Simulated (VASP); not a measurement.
Set up this calculation in VASP 6.6.1, as the native input.

```
Task                   : single point
Functional             : PBE
Potentials or basis    : VASP PAW PBE potentials, release 64 (Hf_pv, H)
Cutoff                 : 520 eV
k mesh                 : 4 × 4 × 4
Occupations            : gaussian, width 0.2 eV
Spin                   : no spin polarisation
Dipole correction      : no
Further INCAR settings : ALGO = Normal; EDIFF = 1e-07; NBANDS = 35
```

The structure of Hf5H2 lies in POSCAR:

```
Hf5H2
1.0
   -3.6719415450      3.6719415450      2.3173920384
    3.6719415450     -3.6719415450      2.3173920384
    3.6719415450      3.6719415450     -2.3173920384
Hf H
5 2
Direct
    0.5000000000      0.2176167052      0.7176167052
    0.5000000000      0.7823832948      0.2823832948
    0.2176167052      0.5000000000      0.7176167052
    0.7823832948      0.5000000000      0.2823832948
    0.0000000000      0.0000000000      0.0000000000
    0.7500000000      0.2500000000      0.5000000000
    0.2500000000      0.7500000000      0.5000000000
```

The cell was generated, and may not be a known phase.

One way to write it, as run:

INCAR

```
PREC = Accurate
ENCUT = 520
EDIFF = 1E-7
ISMEAR = 0
SIGMA = 0.2
LREAL = False
LASPH = True
NELM = 100
ALGO = Normal
ISIF = 2
LWAVE = False
LCHARG = False
GGA = PE
NBANDS = 35
```

KPOINTS

```
Automatic mesh
0
Gamma
  4 4 4
```

Potentials or basis: VASP PAW PBE potentials, release 64 (Hf_pv, H).

Launch:

```bash
$ cat potpaw_PBE.64/Hf_pv/POTCAR potpaw_PBE.64/H/POTCAR > POTCAR
$ mpirun -np 1 vasp_std > vasp.out
```

Results of the run:

```json
{
  "Pressure": "-0.3 GPa",
  "Largest force": "0.017 eV/Å",
  "Band gap on the k mesh": "zero (bands 26 and 27 overlap by 0.79 eV)"
}
```

Caveat: the k points lie up to 0.40 Å⁻¹ apart, too coarse for converged energies and pressures of a metal; spin-orbit coupling is left out, which moves the levels of the heavy elements.

Wall time 76 s on 1 thread of Intel(R) Xeon(R) Platinum 8124M CPU @ 3.00GHz (Skylake/Cascade Lake), with other jobs on the host, peak memory 0.27 GiB.
